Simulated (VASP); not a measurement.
# La2O (I4_1/amd) in VASP: single point with PBE

Aim: the single point of La2O with PBE.

All numbers are computed with VASP 6.6.1; they aren't measurements. Logs are shortened: lines on timing, memory, paths and dates and some standing lists are left out, and cuts for length are marked.

## Step 1: The cell of the first run

It takes space group I4_1/amd (No. 141, tetragonal). The conventional cell has a = 5.089 Å, b = 5.089 Å, c = 11.285 Å, α = 90.00°, β = 90.00°, γ = 90.00°. La (site symmetry 2mm) has 3 O at 2.55 to 2.66 Å within 3.4 Å. O (site symmetry -4m2) has 6 La at 2.55 to 2.66 Å within 3.4 Å.

## Step 2: Single point, PBE

Contents of INCAR:

```
SYSTEM = La2O
PREC     = Accurate       ! precision mode
ENCUT    = 520            ! plane-wave cutoff, eV
EDIFF    = 1E-6           ! SCF threshold, eV
ISMEAR   = 0              ! smearing method
SIGMA    = 0.1            ! smearing width, eV
LREAL    = .False.        ! projectors in reciprocal space
LASPH    = .True.         ! aspherical terms in the spheres
NELM     = 60             ! most SCF steps
ALGO     = Normal         ! electronic algorithm
ISIF     = 2              ! what is computed and relaxed
LWAVE    = .False.        ! write WAVECAR
LCHARG   = .False.        ! write CHGCAR
GGA      = PE             ! functional
NBANDS   = 37             ! bands
```

Contents of KPOINTS:

```
Automatic mesh
0
Gamma
  8 8 8
  0 0 0
```

Contents of POSCAR:

```
La2O
1.0
   -2.5445713581      2.5445713581      5.6426698965
    2.5445713581     -2.5445713581      5.6426698965
    2.5445713581      2.5445713581     -5.6426698965
La O
4 2
Direct
    0.7641937943      0.7641937943      0.0000000000
    0.2358062057      0.2358062057      0.0000000000
    0.5141937943      0.0141937943      0.5000000000
    0.9858062057      0.4858062057      0.5000000000
    0.7500000000      0.2500000000      0.5000000000
    0.0000000000      0.0000000000      0.0000000000
```

Potentials or basis: VASP PAW PBE potentials, release 64 (La, O).

Command:

```sh
cat potpaw_PBE.64/La/POTCAR potpaw_PBE.64/O/POTCAR > POTCAR
mpirun -np 1 vasp_std > vasp.out
```

OUTCAR:

```text
SYSTEM = La2O
   PREC = Accurate
   ENCUT = 520
   EDIFF = 1E-6
   ISMEAR = 0
   LREAL = .False.
   LASPH = .True.
   NELM = 60
   ISIF = 2
   GGA = PE

 ion  position               nearest neighbor table
   1  0.764  0.764  0.000-   5 2.55   5 2.55   6 2.66   4 3.57   4 3.57   2 3.61   2 3.61   2 3.61
                             2 3.61
   2  0.236  0.236  0.000-   5 2.55   5 2.55   6 2.66   3 3.57   3 3.57   1 3.61   1 3.61   1 3.61
                             1 3.61
   3  0.514  0.014  0.500-   6 2.55   6 2.55   5 2.66   2 3.57   2 3.57   4 3.61   4 3.61   4 3.61
                             4 3.61
   4  0.986  0.486  0.500-   6 2.55   6 2.55   5 2.66   1 3.57   1 3.57   3 3.61   3 3.61   3 3.61
                             3 3.61
   5  0.750  0.250  0.500-   1 2.55   2 2.55   1 2.55   2 2.55   3 2.66   4 2.66
   6  0.000  0.000  0.000-   3 2.55   4 2.55   3 2.55   4 2.55   2 2.66   1 2.66

  LATTYP: Found a body centered tetragonal cell.
 ALAT       =     5.0891427162
 C/A-ratio  =     2.2175325831

  Lattice vectors:

 A1 = (  -2.5445713581,   2.5445713581,   5.6426698965)
 A2 = (   2.5445713581,  -2.5445713581,   5.6426698965)
 A3 = (   2.5445713581,   2.5445713581,  -5.6426698965)

Analysis of symmetry for initial positions (statically):
=====================================================================
 Subroutine PRICEL returns:
 Original cell was already a primitive cell.

 Routine SETGRP: Setting up the symmetry group for a
 body centered tetragonal supercell.

 Subroutine GETGRP returns: Found 16 space group operations
 (whereof  8 operations were pure point group operations)
 out of a pool of 16 trial point group operations.

The static configuration has the point symmetry D_2d.
 The point group associated with its full space group is D_4h.

Analysis of symmetry for dynamics (positions and initial velocities):
=====================================================================
 Subroutine PRICEL returns:
 Original cell was already a primitive cell.

 Routine SETGRP: Setting up the symmetry group for a
 body centered tetragonal supercell.

 Subroutine GETGRP returns: Found 16 space group operations
 (whereof  8 operations were pure point group operations)
 out of a pool of 16 trial point group operations.

The dynamic configuration has the point symmetry D_2d.
 The point group associated with its full space group is D_4h.

 Subroutine INISYM returns: Found 16 space group operations
 (whereof  8 operations are pure point group operations),
 and found     1 'primitive' translations

----------------------------------------------------------------------------------------

                                     Primitive cell

  volume of cell :     146.1416

  direct lattice vectors                    reciprocal lattice vectors
    -2.544571358  2.544571358  5.642669897     0.000000000  0.196496749  0.088610535
     2.544571358 -2.544571358  5.642669897     0.196496749  0.000000000  0.088610535
     2.544571358  2.544571358 -5.642669897     0.196496749  0.196496749  0.000000000

  length of vectors
     6.692489100  6.692489100  6.692489100     0.215552312  0.215552312  0.277888368

  position of ions in fractional coordinates (direct lattice)
     0.764193794  0.764193794  0.000000000
     0.235806206  0.235806206  0.000000000
     0.514193794  0.014193794  0.500000000
     0.985806206  0.485806206  0.500000000
     0.750000000  0.250000000  0.500000000
     0.000000000  0.000000000  0.000000000

  ion indices of the primitive-cell ions
   primitive index   ion index
                 1           1
                 2           2
                 3           3
                 4           4
                 5           5
                 6           6

----------------------------------------------------------------------------------------

 KPOINTS: Automatic mesh

Automatic generation of k-mesh.
 Grid dimensions read from file:
 generate k-points for:    8    8    8

 Generating k-lattice:

  Cartesian coordinates                     Fractional coordinates (reciprocal lattice)
     0.000000000  0.024562094  0.011076317     0.125000000 -0.000000000  0.000000000
     0.024562094  0.000000000  0.011076317    -0.000000000  0.125000000  0.000000000
     0.024562094  0.024562094  0.000000000     0.000000000  0.000000000  0.125000000

  Length of vectors
     0.026944039  0.026944039  0.034736046

  Shift w.r.t. Gamma in fractional coordinates (k-lattice)
     0.000000000  0.000000000  0.000000000

 Subroutine IBZKPT returns following result:
 ===========================================

 Found     59 irreducible k-points:

 Following reciprocal coordinates:
            Coordinates               Weight
  0.000000  0.000000  0.000000      1.000000
  0.125000 -0.000000  0.000000      8.000000
  0.250000 -0.000000  0.000000      8.000000
  0.375000  0.000000  0.000000      8.000000
  0.500000 -0.000000  0.000000      4.000000
  0.125000  0.125000  0.000000      8.000000
[... 16 lines left out ...]
  0.250000  0.125000  0.125000     16.000000
  0.375000  0.125000  0.125000      8.000000
 [... further k-points ...]
   k-points           NKPTS =     59   k-points in BZ     NKDIM =     59   number of bands    NBANDS=     37
   number of dos      NEDOS =    301   number of ions     NIONS =      6
   total plane-waves  NPLWV = 125000
   dimension x,y,z NGX =    50 NGY =   50 NGZ =   50
   dimension x,y,z NGXF=   100 NGYF=  100 NGZF=  100
   ions per type =               4   2
   NGX,Y,Z   is equivalent  to a cutoff of  12.42, 12.42, 12.42 a.u.
   NGXF,Y,Z  is equivalent  to a cutoff of  24.84, 24.84, 24.84 a.u.
 SYSTEM =  La2O
   PREC   = accura    normal or accurate (medium, high low for compatibility)
   ISTART =      0    job   : 0-new  1-cont  2-samecut
   ICHARG =      2    charge: 1-file 2-atom 10-const
   ISPIN  =      1    spin polarized calculation?
   LNONCOLLINEAR =      F non collinear calculations
   LSORBIT =      F    spin-orbit coupling
   LASPH  =      T    aspherical Exc in radial PAW
   ENCUT  =  520.0 eV  38.22 Ry    6.18 a.u.  12.44 12.44 12.44*2*pi/ulx,y,z
   NELM   =     60;   NELMIN=  2; NELMDL= -5     # of ELM steps
   EDIFF  = 0.1E-05   stopping-criterion for ELM
   LREAL  =      F    real-space projection
   EDIFFG = 0.1E-04   stopping-criterion for IOM
   NSW    =      0    number of steps for IOM
   IBRION =     -1    ionic relax: 0-MD 1-quasi-New 2-CG
   NFREE  =      0    steps in history (QN), initial steepest desc. (CG)
   ISIF   =      2    stress and relaxation
   ISYM   =      2    0-nonsym 1-usesym 2-fastsym
   POTIM  = 0.5000    time-step for ionic-motion
   TEBEG  =    0.0;   TEEND  =   0.0 temperature during run
   PSTRESS=    0.0 pullay stress
   NELECT =      56.0000    total number of electrons
   NUPDOWN=      -1.0000    fix difference up-down
   EMIN   =  10.00;   EMAX   =-10.00  energy-range for DOS
   EFERMI =   0.00;   METHOD = LEGACY
   ISMEAR =     0;   SIGMA  =   0.10  broadening in eV -4-tet -1-fermi 0-gaus
   EFERMI_NEDOS =   21; number of points for ismear=-14 and -15
   IALGO  =     38    algorithm
   IMIX   =      4    mixing-type and parameters
     AMIX     =   0.40;   BMIX     =  1.00
     AMIX_MAG =   1.60;   BMIX_MAG =  1.00
  volume/ion in A,a.u.               =      24.36       164.37
  Fermi-wavevector in a.u.,A,eV,Ry     =   1.189085  2.247045 19.237590  1.413923
  Thomas-Fermi vector in A             =   2.325200
   LORBIT       =      0    0 simple, 1 ext, 2 COOP (PROOUT), +10 PAW based schemes
   GGA     = PE    functional components
   LHFCALC =     F    Hartree Fock is set to
   AEXX    =    0.0000 exact exchange contribution
   IVDW    =     0    specifies the selected vdW correction
   LEPSILON=     F    determine dielectric tensor
   LRPA    =     F    only Hartree local field effects (RPA)
 non-spin polarized calculation
 Gauss-broadening in eV      SIGMA  =   0.10
  energy-cutoff  :      520.00
  volume of cell :      146.14
 maximum number of plane-waves:      3965
 NGX is ok and might be reduce to    50
   NGX = 25   NGY = 25   NGZ = 25

 number of electron      55.9999992 magnetization

 Free energy of the ion-electron system (eV)
  ---------------------------------------------------
  ext. energy  EPLUGINS =         0.00000000
  ---------------------------------------------------
  free energy    TOTEN  =       -40.60929291 eV

  energy without entropy =      -40.58492722  energy(sigma->0) =      -40.59711006

 E-fermi :   8.8050     XC(G=0): -10.1645

 val. band max:        8.8037942385   @ k =  -0.3750   0.1250   0.0000
 cond. band min:       8.8083606386   @ k =  -0.2500   0.2500   0.1250
 fundamental gap:      0.0045664001
 Fermi energy:         8.8050407879

 k-point     1 :       0.0000    0.0000    0.0000
  band No.  band energies     occupation
      1     -24.0884      2.00000
      2     -23.8056      2.00000
      3     -23.7428      2.00000
      4     -23.7122      2.00000
      5     -10.4828      2.00000
      6     -10.2269      2.00000
[... 29 lines left out ...]
     36      10.3678      0.00000
     37      10.4633      0.00000

 k-point     2 :       0.1250   -0.0000    0.0000
  band No.  band energies     occupation
      1     -24.0726      2.00000
      2     -23.8065      2.00000
      3     -23.7483      2.00000
      4     -23.7208      2.00000
      5     -10.5859      2.00000
      6     -10.3403      2.00000
[... 29 lines left out ...]
     36      10.5698      0.00000
     37      10.5896      0.00000

 k-point     3 :       0.2500   -0.0000    0.0000
  band No.  band energies     occupation
      1     -24.0284      2.00000
      2     -23.8091      2.00000
      3     -23.7671      2.00000
      4     -23.7415      2.00000
      5     -10.7844      2.00000
      6     -10.5744      2.00000
[... 29 lines left out ...]
     36      10.6693      0.00000
     37      10.6816      0.00000
[... 761 lines left out ...]
 k-point    23 :       0.2500    0.1250    0.1250
  band No.  band energies     occupation
      1     -23.9327      2.00000
      2     -23.8221      2.00000
      3     -23.8025      2.00000
      4     -23.7785      2.00000
      5     -11.1927      2.00000
      6     -11.0607      2.00000
[... 29 lines left out ...]
     36      10.6104      0.00000
     37      10.6804      0.00000

 k-point    24 :       0.3750    0.1250    0.1250
  band No.  band energies     occupation
      1     -23.8908      2.00000
      2     -23.8499      2.00000
      3     -23.8137      2.00000
      4     -23.7797      2.00000
      5     -11.2384      2.00000
      6     -11.1375      2.00000
[... 29 lines left out ...]
     36      10.5728      0.00000
     37      10.6916      0.00000

 [... further k-points ...]

------------------------ aborting loop because EDIFF is reached ----------------------------------------

  FORCE on cell =-STRESS in cart. coord.  units (eV):
  Direction    XX          YY          ZZ          XY          YZ          ZX
  --------------------------------------------------------------------------------------
  -------------------------------------------------------------------------------------
  Total       -0.1051100     -0.1051100     -0.0413227      0.0000000      0.0000000      0.0000000
  in kB       -1.1523400     -1.1523400     -0.4530282      0.0000000      0.0000000      0.0000000
  external PRESSURE =      -0.9192361 kB  Pullay stress =       0.0000000 kB

 VOLUME and BASIS-vectors are now :
 -----------------------------------------------------------------------------
  energy-cutoff  :      520.00
  volume of cell :      146.14
      direct lattice vectors                 reciprocal lattice vectors
    -2.544571358  2.544571358  5.642669897     0.000000000  0.196496749  0.088610535
     2.544571358 -2.544571358  5.642669897     0.196496749  0.000000000  0.088610535
     2.544571358  2.544571358 -5.642669897     0.196496749  0.196496749  0.000000000

 POSITION                                       TOTAL-FORCE (eV/Angst)
 -----------------------------------------------------------------------------------
      0.00000      0.00000      8.62419         0.000000     -0.000000      0.007222
      0.00000      0.00000      2.66115         0.000000     -0.000000     -0.007222
      0.00000      2.54457      0.16018        -0.000000      0.000000      0.007222
      0.00000      2.54457      5.48249        -0.000000      0.000000     -0.007222
      0.00000      2.54457      2.82133        -0.000000     -0.000000      0.000000
      0.00000      0.00000      0.00000        -0.000000     -0.000000      0.000000
 -----------------------------------------------------------------------------------
    total drift:                                0.000000      0.000000      0.000000

  FREE ENERGIE OF THE ION-ELECTRON SYSTEM (eV)
  ---------------------------------------------------
  free  energy   TOTEN  =       -40.6092929058 eV

  energy  without entropy=      -40.5849272165  energy(sigma->0) =      -40.59711006
```

It took 5.6 min on 1 thread of Intel Xeon 6975P-C (Granite Rapids), shared host; peak memory 0.53 GiB.

Results:

| Quantity | Value |
| --- | --- |
| Free energy | -40.6093 eV |
| Pressure | -0.1 GPa |
| Largest force | 0.007 eV/Å |
| Band gap on the k mesh | zero (bands 28 and 29 overlap by 1.39 eV) |

Forces in eV/Å, atoms in the order of the input:
```
La   0.000  0.000  0.007
La   0.000  0.000 -0.007
La   0.000  0.000  0.007
La   0.000  0.000 -0.007
O    0.000  0.000  0.000
O    0.000  0.000  0.000
```

Caveat: spin-orbit coupling is left out, which moves the levels of the heavy elements.
